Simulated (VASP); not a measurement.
ZrO3:

```
Zr O
1.0
     4.23829    0.00000    0.00000
     0.00000    4.23829    0.00000
     0.00000    0.00000    4.23829
Zr O
1 3
Direct
  0.50000 0.50000 0.50000
  0.50000 0.50000 0.00000
  0.50000 0.00000 0.50000
  0.00000 0.50000 0.50000
```

```yaml
Program: VASP 6.6.1
Task: relaxation of cell and atoms
Functional: LDA
Potentials_or_basis: VASP PAW LDA potentials, release 64 (Zr_sv, O)
Cutoff: 600 eV
k_mesh: 6 × 6 × 6
Occupations: gaussian, width 0.05 eV
Spin: no spin polarisation
```

At the start: pressure -10.9 GPa; volume 19.03 Å³/atom.

Q: How do energy, volume and symmetry change on relaxing?

A: Over 6 steps the energy falls by 69.5 meV/atom and the volume is 17.14 Å³/atom (-10.0 %); space group Pm-3m (No. 221, to 0.1 Å) before and after.

The path:
| step | energy change (eV) | largest force (eV/Å) | pressure (GPa) | volume (Å³) |
| --- | --- | --- | --- | --- |
| 1 | 0.0000 | 0.0000 | -10.86 | 76.13 |
| 2 | -0.0721 | 0.0000 | 12.09 | 62.79 |
| 3 | -0.2781 | 0.0000 | -0.13 | 68.61 |
| 4 | -0.2781 | 0.0000 | 0.14 | 68.47 |
| 5 | -0.2781 | 0.0000 | -0.10 | 68.60 |
| 6 | -0.2781 | 0.0000 | 0.00 | 68.55 |

Final structure:
```
Zr O
1.0
     4.09254    0.00000    0.00000
     0.00000    4.09254    0.00000
     0.00000    0.00000    4.09254
Zr O
1 3
Cartesian
  2.0463 2.0463 2.0463
  2.0463 2.0463 0.0000
  2.0463 0.0000 2.0463
  0.0000 2.0463 2.0463
```
